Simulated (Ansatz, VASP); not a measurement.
**Two plane-wave programs on AgI**

File INCAR:

```
PREC     = Accurate       # precision mode
ENCUT    = 500            # plane-wave cutoff, eV
EDIFF    = 1E-7           # SCF threshold, eV
ISMEAR   = 0              # smearing method
SIGMA    = 0.01           # smearing width, eV
LREAL    = F              # projectors in reciprocal space
LASPH    = T              # aspherical terms in the spheres
NELM     = 120            # most SCF steps
ALGO     = Normal         # electronic algorithm
ISIF     = 3              # what is computed and relaxed
LWAVE    = F              # write WAVECAR
LCHARG   = F              # write CHGCAR
GGA      = PS             # functional
IBRION   = 2              # ionic algorithm
NSW      = 80             # ionic steps
EDIFFG   = -0.001         # ionic threshold
GGA_COMPAT= F            
NELMIN   = 4
```

KPOINTS

```
Automatic mesh
0
Gamma
  8 8 8
```

Contents of POSCAR:

```
AgI
1.0
    0.0000000000      3.2250958134      3.2250958134
    3.2250958134      0.0000000000      3.2250958134
    3.2250958134      3.2250958134      0.0000000000
Ag I
1 1
Direct
    0.0000000000      0.0000000000      0.0000000000
    0.7500000000      0.7500000000      0.7500000000
```

Input for Ansatz:

```yaml
crystal:
  lattice:
    - [0.0, 3.2250958134, 3.2250958134]
    - [3.2250958134, 0.0, 3.2250958134]
    - [3.2250958134, 3.2250958134, 0.0]
  atoms:
    - { symbol: Ag, position: [0.0, 0.0, 0.0] }
    - { symbol: I, position: [0.75, 0.75, 0.75] }
basis:
  ecutwfc: 420
kpoints:
  mp_grid: { grid: [8, 8, 8] }
hamiltonian:
  xc: pbesol
scf:
  occupations: { method: fixed }
output:
  forces: true
  stress: true
  eigenvalues: true
relax:
  adjacent_minimum: "off"
  f_tol: 0.001
  max_steps: 60
  cell: { stress_tol: 0.01 }
```

Alike in both runs: task relaxation of cell and atoms; functional PBEsol; k mesh 8 × 8 × 8; no spin polarisation.

|  | VASP | Ansatz |
| --- | --- | --- |
| version | VASP 6.6.1 | Ansatz 0.2.0 |
| potentials or method | VASP PAW PBE potentials, release 64 (Ag, I), cutoff 500 eV | scalar-relativistic, plane waves, PAW |
| occupations | gaussian, width 0.01 eV | fixed |
| valence electrons in the cell | 18 | 36 |

|  | VASP | Ansatz | Ansatz less VASP |
| --- | --- | --- | --- |
| gap on the k mesh at the Fermi level, each at its own relaxed structure (eV) | 1.20 | 1.20 | -0.003 |
| relaxed volume (Å³/atom) | 33.50 | 33.55 | +0.042 |
| relaxed cell length with the largest relative difference (Å) | 4.559 | 4.561 | +0.0019 |

VASP's potentials were made for PBE, not for PBEsol. VASP's potentials hold 18 valence electrons a cell and Ansatz's 36, so a difference there can come from the potentials and not from the codes.

Spin-orbit coupling is off throughout.
